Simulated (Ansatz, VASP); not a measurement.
**Two plane-wave programs on LaAl2SnRu2**

```
La Sn Al Ru
1.0
     4.55024    0.00000    0.00000
     0.00000    4.55024    0.00000
     0.00000    0.00000    6.11811
La Sn Al Ru
1 1 2 2
Cartesian
  0.0000 0.0000 3.0591
  0.0000 0.0000 0.0000
  2.2751 2.2751 1.5522
  2.2751 2.2751 4.5659
  0.0000 2.2751 0.0000
  2.2751 0.0000 0.0000
```

Alike in both runs: task single point; functional r2SCAN; k mesh 6 × 6 × 4; no spin polarisation.

```csv
,VASP,Ansatz
version,VASP 6.6.1,Ansatz 0.2.0
potentials or method,"VASP PAW PBE potentials, release 64 (La, Sn_d, Al, Ru_pv), cutoff 520 eV",PAW plane waves
occupations,"fermi-dirac, width 0.1 eV",fermi-dirac
valence electrons in the cell,59,63
```

```csv
,VASP,Ansatz,Ansatz less VASP
gap on the k mesh at the Fermi level (eV),none,none,-
pressure (GPa),10.9,10.5,-0.43
"traceless stress, the component that is largest in VASP (GPa)",-14.10,-13.61,+0.487
rms of the force components (eV/Å),0.212,0.217,+0.0048
```

VASP's potentials were made for PBE, not for r2SCAN. Atom by atom the forces differ by 0.005 eV/Å (rms over components). A gap of «none» marks a metal or a gap that the smearing closes. VASP's potentials hold 59 valence electrons a cell and Ansatz's 63, so a difference there can come from the potentials and not from the codes.

Neither program's run includes spin-orbit coupling.
